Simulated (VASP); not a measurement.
# LiSe2 (R3m) in VASP: further runs, part 2 of 2

VASP 6.6.1. Earlier steps stand in the parts before.

**4. Relaxation of cell and atoms, PBE**

INCAR

```
ALGO = Normal ; EDIFF = 1E-7
EDIFFG = -0.04 ; ENCUT = 600
GGA = PE ; IBRION = 2
ISIF = 3 ; ISMEAR = 0
LASPH = T ; LCHARG = F
LREAL = F ; LWAVE = F
NELM = 60 ; NSW = 90
PREC = Accurate ; SIGMA = 0.1
```

KPOINTS

```
k-points
0
Gamma
  6 6 6
```

POSCAR

```
LiSe2
1.0
    1.6486887957      0.9518709200      6.3834734656
   -1.6486887957      0.9518709200      6.3834734656
    0.0000000000     -1.9037418400      6.3834734656
Li Se
1 2
Direct
    0.0000000000      0.0000000000      0.0000000000
    0.7484000000      0.7484000000      0.7484000000
    0.5849000000      0.5849000000      0.5849000000
```

Started as:

```
$ cat potpaw_PBE.64/Li_sv/POTCAR potpaw_PBE.64/Se/POTCAR > POTCAR
$ mpirun -np 1 vasp_std > vasp.out
```

Wall time 19 min (1 thread of Intel Xeon 6975P-C (Granite Rapids), shared host); peak memory 0.46 GiB.

Results (log left out):

| Quantity | Value |
| --- | --- |
| Free energy | -10.3158 eV |
| Relaxed volume | 22.98 Å³/atom |
| Relaxed cell | a = 5.343 Å, b = 5.343 Å, c = 5.343 Å, α = 44.81°, β = 44.81°, γ = 44.81° |
| Space group after relaxing (to 0.1 Å) | R3m (No. 160) |
| Pressure after relaxing | 0.0 GPa |
| Largest force after relaxing | 0.008 eV/Å |
| Band gap on the k mesh | zero (an odd number of electrons rules out a gap without spin polarisation) |

Forces in eV/Å, atoms in the order of the input:
```
Li   0.000  0.000 -0.005
Se   0.000  0.000  0.008
Se   0.000  0.000 -0.003
```

Final structure:
```
CELL_PARAMETERS angstrom
2.03670 1.17589 4.79796
-2.03670 1.17589 4.79796
0.00000 -2.35178 4.79796
ATOMIC_POSITIONS crystal
Li 0.00087 0.00087 0.00087
Se 0.74864 0.74864 0.74864
Se 0.58379 0.58379 0.58379
```

Levels at points of the mesh, in eV from the Fermi level:
```
           k point  band 3  band 4  band 5  band 6  band 7  band 8  band 9  band 10  band 11
(0.00, 0.00, 0.00)  -10.68   -5.14   -1.73   -1.73   -0.12   -0.12    2.84     4.05     6.48
(0.50, 0.00, 0.00)  -10.81   -4.48   -4.31   -2.22   -0.92   -0.90    2.56     4.83     5.55
(0.50, 0.50, 0.00)  -11.26   -3.96   -3.82   -2.97   -1.54    0.64    2.01     4.20     7.57
(0.50, 0.50, 0.50)  -12.02   -2.47   -2.18   -2.18    0.73    0.73    1.15     3.76     6.12
```

Caveat: the k points lie up to 0.31 Å⁻¹ apart in the final cell, too coarse for converged energies and pressures of a metal; the cutoff is under 1.25 times the usual one of these potentials, so pressure, stress and relaxed cells hold a basis-set (Pulay) error; a cell axis changed by over 15 % at a fixed basis, so the end point is rough.

**5. Single point, PBE**

This run uses another cell than the first one, of 23.28 Å³/atom.

INCAR

```
SYSTEM = LiSe2
ALGO     = Normal         ! electronic algorithm
EDIFF    = 1E-6           ! SCF threshold, eV
ENCUT    = 520            ! plane-wave cutoff, eV
GGA      = PE             ! functional
ISIF     = 2              ! what is computed and relaxed
ISMEAR   = 0              ! smearing method
LASPH    = .TRUE.         ! aspherical terms in the spheres
LCHARG   = .TRUE.         ! write CHGCAR
LELF     = .TRUE.         ! ELF
LREAL    = .FALSE.        ! projectors in reciprocal space
LVHAR    = .TRUE.       
LWAVE    = .FALSE.        ! write WAVECAR
NBANDS   = 14             ! bands
NELM     = 80             ! most SCF steps
PREC     = Accurate       ! precision mode
SIGMA    = 0.1            ! smearing width, eV
```

KPOINTS

```
k-points
0
G
  12 12 12
  0 0 0
```

POSCAR

```
LiSe2
1.0
    2.0479148656      1.1823641989      4.8066814066
   -2.0479148656      1.1823641989      4.8066814066
    0.0000000000     -2.3647283979      4.8066814066
Li Se
1 2
Direct
    0.9992774013      0.9992774013      0.9992774013
    0.2515688574      0.2515688574      0.2515688574
    0.4158537413      0.4158537413      0.4158537413
```

Started as:

```
$ cat potpaw_PBE.64/Li_sv/POTCAR potpaw_PBE.64/Se/POTCAR > POTCAR
$ mpirun -np 1 vasp_std > vasp.out
```

It took 2.2 min on 1 thread of Intel Xeon 6975P-C (Granite Rapids), shared host; peak memory 0.35 GiB.

The run converged. Its results:

| Quantity | Value |
| --- | --- |
| Free energy | -10.3450 eV |
| Largest force | 0.029 eV/Å |
| Band gap on the k mesh | zero (an odd number of electrons rules out a gap without spin polarisation) |

Forces in eV/Å, atoms in the order of the input:
```
Li   0.000  0.000  0.002
Se   0.000  0.000 -0.029
Se   0.000  0.000  0.027
```

Levels at points of the mesh, in eV from the Fermi level:
| k point | band 5 | band 6 | band 7 | band 8 | band 9 | band 10 | band 11 | band 12 |
| --- | --- | --- | --- | --- | --- | --- | --- | --- |
| (0.00, 0.00, 0.00) | -1.73 | -1.73 | -0.09 | -0.09 | 2.89 | 4.01 | 6.48 | 6.48 |
| (0.50, 0.00, 0.00) | -4.24 | -2.20 | -0.86 | -0.85 | 2.61 | 4.85 | 5.55 | 8.55 |
| (0.50, 0.50, 0.00) | -3.77 | -2.94 | -1.50 | 0.66 | 2.07 | 4.21 | 7.60 | 7.92 |
| (0.50, 0.50, 0.50) | -2.17 | -2.17 | 0.75 | 0.75 | 1.22 | 3.74 | 6.13 | 6.13 |

Caveat: the cutoff is under 1.25 times the usual one of these potentials, so pressure, stress and relaxed cells hold a basis-set (Pulay) error.

**6. Relaxation of cell and atoms, PBE**

This run uses another cell than the first one, of 23.01 Å³/atom.

INCAR

```
ALGO = Normal ; EDIFF = 1E-6
EDIFFG = -0.01 ; ENCUT = 600
GGA = PE ; IBRION = 2
ISIF = 3 ; ISMEAR = 0
LASPH = True ; LCHARG = False
LREAL = False ; LWAVE = False
NELM = 100 ; NSW = 100
PREC = Accurate ; SIGMA = 0.1
```

KPOINTS

```
k-points
0
Gamma
  12 12 12
```

POSCAR

```
LiSe2
1.0
    2.0448432331      1.1805907911      4.7664640517
   -2.0448432331      1.1805907911      4.7664640517
    0.0000000000     -2.3611815822      4.7664640517
Li Se
1 2
Direct
    0.9987928948      0.9987928948      0.9987928948
    0.2510945741      0.2510945741      0.2510945741
    0.4168125311      0.4168125311      0.4168125311
```

Potentials or basis: VASP PAW PBE potentials, release 64 (Li_sv, Se).

Started as:

```
$ cat potpaw_PBE.64/Li_sv/POTCAR potpaw_PBE.64/Se/POTCAR > POTCAR
$ mpirun -np 1 vasp_std > vasp.out
```

It took 11 min on 1 thread of Intel Xeon 6975P-C (Granite Rapids), shared host; peak memory 0.41 GiB.

Results (log left out):

| Property | Result |
| --- | --- |
| Free energy | -10.3446 eV |
| Relaxed volume | 23.25 Å³/atom |
| Relaxed cell | a = 5.355 Å, b = 5.355 Å, c = 5.355 Å, α = 44.95°, β = 44.95°, γ = 44.95° |
| Space group after relaxing (to 0.1 Å) | R3m (No. 160) |
| Energy gained by relaxing | 0.2 meV/atom |
| Ionic steps | 10 |
| Pressure after relaxing | 0.0 GPa |
| Largest force after relaxing | 0.009 eV/Å |
| Band gap on the k mesh | zero (an odd number of electrons rules out a gap without spin polarisation) |

Forces in eV/Å, atoms in the order of the input:
```
Li   0.000  0.000  0.003
Se   0.000  0.000 -0.009
Se   0.000  0.000  0.006
```

Step by step:
```
step  energy change (eV)  largest force (eV/Å)  pressure (GPa)  volume (Å³)
   1              0.0000                0.0360            0.27        69.04
   2             -0.0001                0.0958           -0.09        69.42
   3             -0.0003                0.0449            0.05        69.26
   4             -0.0004                0.0340            0.04        69.39
   5             -0.0006                0.0082           -0.03        69.80
   6             -0.0006                0.0086           -0.02        69.76
   7             -0.0007                0.0137           -0.04        69.78
   8             -0.0007                0.0239           -0.08        69.81
   9             -0.0007                0.0148           -0.05        69.79
  10             -0.0007                0.0093            0.01        69.74
```

Final structure:
```xyz
3
Lattice="2.0470 1.1819 4.8046 -2.0470 1.1819 4.8046 0.0000 -2.3637 4.8046" Properties=species:S:1:pos:R:3 pbc="T T T"
Li    0.0000    0.0000   14.4032
Se    0.0000    0.0000    3.6245
Se    0.0000    0.0000    5.9955
```

Levels at points of the mesh, in eV from the Fermi level:
| k point | band 6 | band 7 | band 8 | band 9 | band 10 | band 11 |
| --- | --- | --- | --- | --- | --- | --- |
| (0.00, 0.00, 0.00) | -1.72 | -0.09 | -0.09 | 2.88 | 4.01 | 6.48 |
| (0.50, 0.00, 0.00) | -2.19 | -0.86 | -0.86 | 2.60 | 4.85 | 5.55 |
| (0.50, 0.50, 0.00) | -2.93 | -1.50 | 0.66 | 2.06 | 4.21 | 7.60 |
| (0.50, 0.50, 0.50) | -2.16 | 0.75 | 0.75 | 1.21 | 3.74 | 6.13 |

Caveat: the cutoff is under 1.25 times the usual one of these potentials, so pressure, stress and relaxed cells hold a basis-set (Pulay) error.

**7. Overview**

```csv
task,cell,k mesh,cutoff (eV),gap on the mesh (eV),pressure (GPa),relaxed volume (Å³/atom),largest force (eV/Å)
single point,"a = 6.661 Å, angles 28.7°, 3 atoms, atomic positions A",6 × 6 × 6,520,none,-,-,0.41
single point,"a = 5.319 Å, angles 45.2°, 3 atoms, atomic positions B",6 × 6 × 6,520,none,-,-,0.04
relaxation of cell and atoms,"relaxed from a = 6.661 Å, angles 28.7°, 3 atoms, atomic positions A",6 × 6 × 6,600,none,0.0,22.98,0.01
single point,"a = 5.357 Å, angles 45.0°, 3 atoms, atomic positions C",12 × 12 × 12,520,none,-,-,0.03
relaxation of cell and atoms,"relaxed from a = 5.319 Å, angles 45.2°, 3 atoms, atomic positions B",12 × 12 × 12,600,none,0.0,23.25,0.01
```

Alike in all rows: level PBE; potentials or basis VASP PAW PBE potentials, release 64 (Li_sv, Se); no spin polarisation; smearing gaussian 0.1 eV.

Caveats: some runs use coarse meshes; the cutoff is under 1.25 times the usual one of these potentials, so pressure, stress and relaxed cells hold a basis-set (Pulay) error; a cell axis changed by over 15 % at a fixed basis, so the end point is rough (at least some runs).

Absolute energies hang on the potentials; compare differences alone.
